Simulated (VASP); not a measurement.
# SnSe2 (P-3m1) in VASP: notebook

The runs below take SnSe2 through single point, with PBE.

Program: VASP 6.6.1. These are calculated values, not measurements. Logs are shortened: lines on timing, memory, paths and dates and some standing lists are left out, and cuts for length are marked.

## (1) The cell of the first run

The structure is trigonal, space group P-3m1 (No. 164). Conventional cell: a = 3.876 Å, b = 3.876 Å, c = 6.786 Å, α = 90.00°, β = 90.00°, γ = 120.00°. Sn (site symmetry -3m) has 6 Se at 2.75 Å within 3.6 Å. Se (site symmetry 3m) has 3 Sn at 2.75 Å within 3.6 Å.

## (2) Single point, PBE

Contents of INCAR:

```
SYSTEM = SnSe2
PREC = Accurate
ENCUT = 520
EDIFF = 1E-6
ISMEAR = 0
SIGMA = 0.1
LREAL = .False.
LASPH = .True.
NELM = 60
ALGO = Normal
ISIF = 2
LWAVE = .False.
LCHARG = .False.
GGA = PE
NBANDS = 20
```

Contents of KPOINTS:

```
Automatic mesh
0
Gamma
  6 6 4
  0 0 0
```

Contents of POSCAR:

```
SnSe2
1.0
    3.8759195128      0.0000000000      0.0000000000
   -1.9379597564      3.3566447611      0.0000000000
    0.0000000000      0.0000000000      6.7861684249
Sn Se
1 2
Direct
    0.0000000000      0.0000000000      0.0000000000
    0.3333333333      0.6666666667      0.2343330282
    0.6666666667      0.3333333333      0.7656669718
```

Potentials or basis: VASP PAW PBE potentials, release 64 (Sn_d, Se).

The run is started by

```
$ cat potpaw_PBE.64/Sn_d/POTCAR potpaw_PBE.64/Se/POTCAR > POTCAR
$ mpirun -np 1 vasp_std > vasp.out
```

OUTCAR:

```text
SYSTEM = SnSe2
   PREC = Accurate
   ENCUT = 520
   EDIFF = 1E-6
   ISMEAR = 0
   LREAL = .False.
   LASPH = .True.
   NELM = 60
   ISIF = 2
   GGA = PE

 ion  position               nearest neighbor table
   1  0.000  0.000  0.000-   2 2.75   3 2.75   2 2.75   3 2.75   3 2.75   2 2.75
   2  0.333  0.667  0.234-   1 2.75   1 2.75   1 2.75
   3  0.667  0.333  0.766-   1 2.75   1 2.75   1 2.75

  LATTYP: Found a hexagonal cell.
 ALAT       =     3.8759195128
 C/A-ratio  =     1.7508538045

  Lattice vectors:

 A1 = (   3.8759195128,   0.0000000000,   0.0000000000)
 A2 = (  -1.9379597564,   3.3566447611,   0.0000000000)
 A3 = (   0.0000000000,   0.0000000000,   6.7861684249)

Analysis of symmetry for initial positions (statically):
=====================================================================
 Subroutine PRICEL returns:
 Original cell was already a primitive cell.

 Routine SETGRP: Setting up the symmetry group for a
 hexagonal supercell.

 Subroutine GETGRP returns: Found 12 space group operations
 (whereof 12 operations were pure point group operations)
 out of a pool of 24 trial point group operations.

The static configuration has the point symmetry D_3d.

Analysis of symmetry for dynamics (positions and initial velocities):
=====================================================================
 Subroutine PRICEL returns:
 Original cell was already a primitive cell.

 Routine SETGRP: Setting up the symmetry group for a
 hexagonal supercell.

 Subroutine GETGRP returns: Found 12 space group operations
 (whereof 12 operations were pure point group operations)
 out of a pool of 24 trial point group operations.

The dynamic configuration has the point symmetry D_3d.

 Subroutine INISYM returns: Found 12 space group operations
 (whereof 12 operations are pure point group operations),
 and found     1 'primitive' translations

----------------------------------------------------------------------------------------

                                     Primitive cell

  volume of cell :      88.2886

  direct lattice vectors                    reciprocal lattice vectors
     3.875919513  0.000000000  0.000000000     0.258003294  0.148958271  0.000000000
    -1.937959756  3.356644761  0.000000000     0.000000000  0.297916542  0.000000000
     0.000000000  0.000000000  6.786168425     0.000000000  0.000000000  0.147358559

  length of vectors
     3.875919513  3.875919513  6.786168425     0.297916542  0.297916542  0.147358559

  position of ions in fractional coordinates (direct lattice)
     0.000000000  0.000000000  0.000000000
     0.333333333  0.666666667  0.234333028
     0.666666667  0.333333333  0.765666972

  ion indices of the primitive-cell ions
   primitive index   ion index
                 1           1
                 2           2
                 3           3

----------------------------------------------------------------------------------------

 KPOINTS: Automatic mesh

Automatic generation of k-mesh.
 Grid dimensions read from file:
 generate k-points for:    6    6    4

 Generating k-lattice:

  Cartesian coordinates                     Fractional coordinates (reciprocal lattice)
     0.043000549  0.024826379  0.000000000     0.166666667  0.000000000  0.000000000
     0.000000000  0.049652757  0.000000000     0.000000000  0.166666667  0.000000000
     0.000000000  0.000000000  0.036839640     0.000000000  0.000000000  0.250000000

  Length of vectors
     0.049652757  0.049652757  0.036839640

  Shift w.r.t. Gamma in fractional coordinates (k-lattice)
     0.000000000  0.000000000  0.000000000

 Subroutine IBZKPT returns following result:
 ===========================================

 Found     24 irreducible k-points:

 Following reciprocal coordinates:
            Coordinates               Weight
  0.000000  0.000000  0.000000      1.000000
  0.166667  0.000000  0.000000      6.000000
  0.333333  0.000000  0.000000      6.000000
  0.500000  0.000000  0.000000      3.000000
  0.166667  0.166667  0.000000      6.000000
  0.333333  0.166667  0.000000     12.000000
[... 16 lines left out ...]
  0.333333  0.166667  0.500000     12.000000
  0.333333  0.333333  0.500000      2.000000
   k-points           NKPTS =     24   k-points in BZ     NKDIM =     24   number of bands    NBANDS=     20
   number of dos      NEDOS =    301   number of ions     NIONS =      3
   total plane-waves  NPLWV =  45000
   dimension x,y,z NGX =    30 NGY =   30 NGZ =   50
   dimension x,y,z NGXF=    60 NGYF=   60 NGZF=  100
   ions per type =               1   2
   NGX,Y,Z   is equivalent  to a cutoff of  12.87, 12.87, 12.25 a.u.
   NGXF,Y,Z  is equivalent  to a cutoff of  25.74, 25.74, 24.50 a.u.
 SYSTEM =  SnSe2
   PREC   = accura    normal or accurate (medium, high low for compatibility)
   ISTART =      0    job   : 0-new  1-cont  2-samecut
   ICHARG =      2    charge: 1-file 2-atom 10-const
   ISPIN  =      1    spin polarized calculation?
   LNONCOLLINEAR =      F non collinear calculations
   LSORBIT =      F    spin-orbit coupling
   LASPH  =      T    aspherical Exc in radial PAW
   ENCUT  =  520.0 eV  38.22 Ry    6.18 a.u.   7.21  7.21 12.62*2*pi/ulx,y,z
   NELM   =     60;   NELMIN=  2; NELMDL= -5     # of ELM steps
   EDIFF  = 0.1E-05   stopping-criterion for ELM
   LREAL  =      F    real-space projection
   EDIFFG = 0.1E-04   stopping-criterion for IOM
   NSW    =      0    number of steps for IOM
   IBRION =     -1    ionic relax: 0-MD 1-quasi-New 2-CG
   NFREE  =      0    steps in history (QN), initial steepest desc. (CG)
   ISIF   =      2    stress and relaxation
   ISYM   =      2    0-nonsym 1-usesym 2-fastsym
   POTIM  = 0.5000    time-step for ionic-motion
   TEBEG  =    0.0;   TEEND  =   0.0 temperature during run
   PSTRESS=    0.0 pullay stress
   NELECT =      26.0000    total number of electrons
   NUPDOWN=      -1.0000    fix difference up-down
   EMIN   =  10.00;   EMAX   =-10.00  energy-range for DOS
   EFERMI =   0.00;   METHOD = LEGACY
   ISMEAR =     0;   SIGMA  =   0.10  broadening in eV -4-tet -1-fermi 0-gaus
   EFERMI_NEDOS =   21; number of points for ismear=-14 and -15
   IALGO  =     38    algorithm
   IMIX   =      4    mixing-type and parameters
     AMIX     =   0.40;   BMIX     =  1.00
     AMIX_MAG =   1.60;   BMIX_MAG =  1.00
  volume/ion in A,a.u.               =      29.43       198.60
  Fermi-wavevector in a.u.,A,eV,Ry     =   1.089175  2.058242 16.140623  1.186302
  Thomas-Fermi vector in A             =   2.225373
   LORBIT       =      0    0 simple, 1 ext, 2 COOP (PROOUT), +10 PAW based schemes
   GGA     = PE    functional components
   LHFCALC =     F    Hartree Fock is set to
   AEXX    =    0.0000 exact exchange contribution
   IVDW    =     0    specifies the selected vdW correction
   LEPSILON=     F    determine dielectric tensor
   LRPA    =     F    only Hartree local field effects (RPA)
 non-spin polarized calculation
 Gauss-broadening in eV      SIGMA  =   0.10
  energy-cutoff  :      520.00
  volume of cell :       88.29
 maximum number of plane-waves:      2391
 NGX is ok and might be reduce to    30
   NGX = 15   NGY = 15   NGZ = 25

 number of electron      26.0000004 magnetization

 Free energy of the ion-electron system (eV)
  ---------------------------------------------------
  ext. energy  EPLUGINS =         0.00000000
  ---------------------------------------------------
  free energy    TOTEN  =       -11.86278748 eV

  energy without entropy =      -11.86278746  energy(sigma->0) =      -11.86278747

 E-fermi :   3.1409     XC(G=0):  -8.7554

 val. band max:        2.7799232758   @ k =   0.1667   0.0000   0.0000
 cond. band min:       3.4840093582   @ k =   0.5000   0.0000   0.5000
 fundamental gap:      0.7040860824
 Fermi energy:         3.1409087060

 k-point     1 :       0.0000    0.0000    0.0000
  band No.  band energies     occupation
      1     -18.3387      2.00000
      2     -18.3387      2.00000
      3     -18.3084      2.00000
      4     -18.2984      2.00000
      5     -18.2984      2.00000
      6     -10.5844      2.00000
[... 12 lines left out ...]
     19      11.6983      0.00000
     20      11.7025      0.00000

 k-point     2 :       0.1667    0.0000    0.0000
  band No.  band energies     occupation
      1     -18.3480      2.00000
      2     -18.3309      2.00000
      3     -18.3051      2.00000
      4     -18.3007      2.00000
      5     -18.2973      2.00000
      6     -10.3367      2.00000
[... 12 lines left out ...]
     19      11.1043      0.00000
     20      11.5483      0.00000

 k-point     3 :       0.3333    0.0000    0.0000
  band No.  band energies     occupation
      1     -18.3698      2.00000
      2     -18.3216      2.00000
      3     -18.3137      2.00000
      4     -18.2886      2.00000
      5     -18.2868      2.00000
      6      -9.6897      2.00000
[... 12 lines left out ...]
     19      11.4315      0.00000
     20      11.9620      0.00000

 k-point     4 :       0.5000    0.0000    0.0000
  band No.  band energies     occupation
      1     -18.3814      2.00000
      2     -18.3203      2.00000
      3     -18.3177      2.00000
      4     -18.2809      2.00000
      5     -18.2794      2.00000
      6      -9.1544      2.00000
[... 12 lines left out ...]
     19      12.0349      0.00000
     20      12.4883      0.00000

 k-point     5 :       0.1667    0.1667    0.0000
  band No.  band energies     occupation
      1     -18.3588      2.00000
      2     -18.3283      2.00000
      3     -18.3077      2.00000
      4     -18.2993      2.00000
      5     -18.2869      2.00000
      6      -9.8839      2.00000
[... 12 lines left out ...]
     19      10.1543      0.00000
     20      11.8918      0.00000

 k-point     6 :       0.3333    0.1667    0.0000
  band No.  band energies     occupation
      1     -18.3696      2.00000
      2     -18.3298      2.00000
      3     -18.3108      2.00000
      4     -18.2901      2.00000
      5     -18.2798      2.00000
      6      -9.2141      2.00000
[... 12 lines left out ...]
     19      11.3090      0.00000
     20      11.9945      0.00000

 k-point     7 :       0.3333    0.3333    0.0000
  band No.  band energies     occupation
      1     -18.3511      2.00000
      2     -18.3511      2.00000
      3     -18.2978      2.00000
      4     -18.2978      2.00000
      5     -18.2824      2.00000
      6      -8.7948      2.00000
[... 12 lines left out ...]
     19      11.2506      0.00000
     20      11.2506      0.00000
[... 277 lines left out ...]
 k-point    20 :       0.3333    0.0000    0.5000
  band No.  band energies     occupation
      1     -18.3698      2.00000
      2     -18.3216      2.00000
      3     -18.3137      2.00000
      4     -18.2886      2.00000
      5     -18.2867      2.00000
      6      -9.6358      2.00000
[... 12 lines left out ...]
     19      11.7612      0.00000
     20      12.3455      0.00000

 k-point    21 :       0.5000    0.0000    0.5000
  band No.  band energies     occupation
      1     -18.3815      2.00000
      2     -18.3203      2.00000
      3     -18.3177      2.00000
      4     -18.2809      2.00000
      5     -18.2794      2.00000
      6      -9.1200      2.00000
[... 12 lines left out ...]
     19      12.3721      0.00000
     20      12.5279      0.00000

 k-point    22 :       0.1667    0.1667    0.5000
  band No.  band energies     occupation
      1     -18.3588      2.00000
      2     -18.3283      2.00000
      3     -18.3077      2.00000
      4     -18.2993      2.00000
      5     -18.2869      2.00000
      6      -9.8261      2.00000
[... 12 lines left out ...]
     19      10.8138      0.00000
     20      11.6642      0.00000

 k-point    23 :       0.3333    0.1667    0.5000
  band No.  band energies     occupation
      1     -18.3696      2.00000
      2     -18.3298      2.00000
      3     -18.3108      2.00000
      4     -18.2901      2.00000
      5     -18.2798      2.00000
      6      -9.1762      2.00000
[... 12 lines left out ...]
     19      11.2933      0.00000
     20      12.3332      0.00000

 k-point    24 :       0.3333    0.3333    0.5000
  band No.  band energies     occupation
      1     -18.3511      2.00000
      2     -18.3511      2.00000
      3     -18.2978      2.00000
      4     -18.2978      2.00000
      5     -18.2823      2.00000
      6      -8.7913      2.00000
[... 12 lines left out ...]
     19      11.6691      0.00000
     20      11.8379      0.00000

------------------------ aborting loop because EDIFF is reached ----------------------------------------

  FORCE on cell =-STRESS in cart. coord.  units (eV):
  Direction    XX          YY          ZZ          XY          YZ          ZX
  --------------------------------------------------------------------------------------
  -------------------------------------------------------------------------------------
  Total        0.0806811      0.0806811      0.1398519      0.0000000      0.0000000      0.0000000
  in kB        1.4641235      1.4641235      2.5378990      0.0000000      0.0000000      0.0000000
  external PRESSURE =       1.8220487 kB  Pullay stress =       0.0000000 kB

 VOLUME and BASIS-vectors are now :
 -----------------------------------------------------------------------------
  energy-cutoff  :      520.00
  volume of cell :       88.29
      direct lattice vectors                 reciprocal lattice vectors
     3.875919513  0.000000000  0.000000000     0.258003294  0.148958271  0.000000000
    -1.937959756  3.356644761  0.000000000     0.000000000  0.297916542  0.000000000
     0.000000000  0.000000000  6.786168425     0.000000000  0.000000000  0.147358559

 POSITION                                       TOTAL-FORCE (eV/Angst)
 -----------------------------------------------------------------------------------
      0.00000      0.00000      0.00000         0.000000      0.000000      0.000000
     -0.00000      2.23776      1.59022         0.000000     -0.000000      0.026328
      1.93796      1.11888      5.19595        -0.000000      0.000000     -0.026328
 -----------------------------------------------------------------------------------
    total drift:                                0.000000     -0.000000     -0.000000

  FREE ENERGIE OF THE ION-ELECTRON SYSTEM (eV)
  ---------------------------------------------------
  free  energy   TOTEN  =       -11.8627874775 eV

  energy  without entropy=      -11.8627874588  energy(sigma->0) =      -11.86278747
```

Wall time 17 s (1 thread of Intel Xeon 6975P-C (Granite Rapids), shared host); peak memory 0.21 GiB.

What came out:

```
Free energy            : -11.8628 eV
Pressure               : 0.2 GPa
Largest force          : 0.026 eV/Å
Band gap on the k mesh : 0.70 eV (least direct gap 1.11 eV)
```

Forces in eV/Å, atoms in the order of the input:
```
Sn   0.000  0.000  0.000
Se   0.000  0.000  0.026
Se   0.000  0.000 -0.026
```

Levels at points of the mesh, in eV from the valence-band top:
```csv
k point,band 11,band 12,band 13,band 14,band 15,band 16
"(0.00, 0.00, 0.00)",-0.39,-0.14,-0.14,1.04,3.07,4.59
"(0.50, 0.00, 0.00)",-2.21,-0.83,-0.26,0.98,3.86,5.52
"(0.00, 0.00, 0.50)",-0.51,-0.09,-0.09,2.05,2.99,4.48
"(0.50, 0.00, 0.50)",-1.99,-0.63,-0.41,0.70,4.22,4.88
```

Caveat: spin-orbit coupling is left out, which moves the levels of the heavy elements; this functional lacks dispersion, which binds the layers, so the pressure and a relaxed spacing across them are unreliable.

(Part 1 of 2 ends here.)
